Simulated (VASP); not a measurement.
Input of a VASP 6.6.1 run:

The input INCAR:

```
SYSTEM = YTiSe3
PREC = Accurate
ENCUT = 520
EDIFF = 1E-7
ISMEAR = 0
SIGMA = 0.1
LREAL = .FALSE.
LASPH = .TRUE.
NELM = 150
ALGO = Normal
ISIF = 2
LWAVE = .FALSE.
LCHARG = .FALSE.
ISPIN = 2
MAGMOM = 0 1 0 0 0
LORBIT = 11
LMAXMIX = 4
GGA = PE
NBANDS = 32
```

The input KPOINTS:

```
regular mesh
0
G
  4 4 4
  0 0 0
```

Contents of POSCAR:

```
YTiSe3
1.0
    5.0381084300      0.0000000000      0.0000000000
    0.0000000000      5.0381084300      0.0000000000
    0.0000000000      0.0000000000      5.0381084300
Y Ti Se
1 1 3
Direct
    0.5000000000      0.5000000000      0.5000000000
    0.0000000000      0.0000000000      0.0000000000
    0.5000000000      0.0000000000      0.0000000000
    0.0000000000      0.5000000000      0.0000000000
    0.0000000000      0.0000000000      0.5000000000
```

Potentials or basis: VASP PAW PBE potentials, release 64 (Y_sv, Ti_sv, Se).

Command:

```console
$ cat potpaw_PBE.64/Y_sv/POTCAR potpaw_PBE.64/Ti_sv/POTCAR potpaw_PBE.64/Se/POTCAR > POTCAR
$ mpirun -np 1 vasp_std > vasp.out
```

Question: Predict the pressure.

Answer: -4.0 GPa.

Question: Estimate the site moments.

Answer: Y +0.11; Ti +0.30; Se -0.02 μB.

Question: Predict the net moment.

Answer: 0.48 μB per cell.
